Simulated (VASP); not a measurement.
A run of VASP 6.6.1:

The input INCAR:

```
SYSTEM = TiO2
PREC = Accurate
ENCUT = 520
EDIFF = 1E-6
ISMEAR = 0
SIGMA = 0.05
LREAL = .False.
LASPH = .True.
NELM = 150
ALGO = Normal
ISIF = 2
LWAVE = .False.
LCHARG = .False.
LMAXMIX = 4
LDAU = .True.
LDAUTYPE = 2
LDAUL = 2 -1
LDAUU = 4 0
LDAUJ = 0 0
LDAUPRINT = 1
GGA = PE
IVDW = 12
NBANDS = 19
```

File KPOINTS:

```
Automatic mesh
0
Gamma
  9 9 9
  0 0 0
```

The input POSCAR:

```
TiO2
1.0
    1.6093500000      0.9291586557      5.9525666667
   -1.6093500000      0.9291586557      5.9525666667
    0.0000000000     -1.8583173115      5.9525666667
Ti O
1 2
Direct
    0.0000000000      0.0000000000      0.0000000000
    0.6017580785      0.6017580785      0.6017580785
    0.3982419215      0.3982419215      0.3982419215
```

Potentials or basis: VASP PAW PBE potentials, release 64 (Ti_sv, O).

Command:

```bash
$ cat potpaw_PBE.64/Ti_sv/POTCAR potpaw_PBE.64/O/POTCAR > POTCAR
$ mpirun -np 1 vasp_std > vasp.out
```

Hardware: 1 thread of Intel(R) Xeon(R) Platinum 8259CL CPU @ 2.50GHz (Skylake/Cascade Lake), on a shared host.

Task: How long does it take, and how much memory?

Result: Wall time 6.1 min on 1 thread of Intel(R) Xeon(R) Platinum 8259CL CPU @ 2.50GHz (Skylake/Cascade Lake), with other jobs on the host, peak memory 0.36 GiB. Counts: scf iterations 19, k points 85.
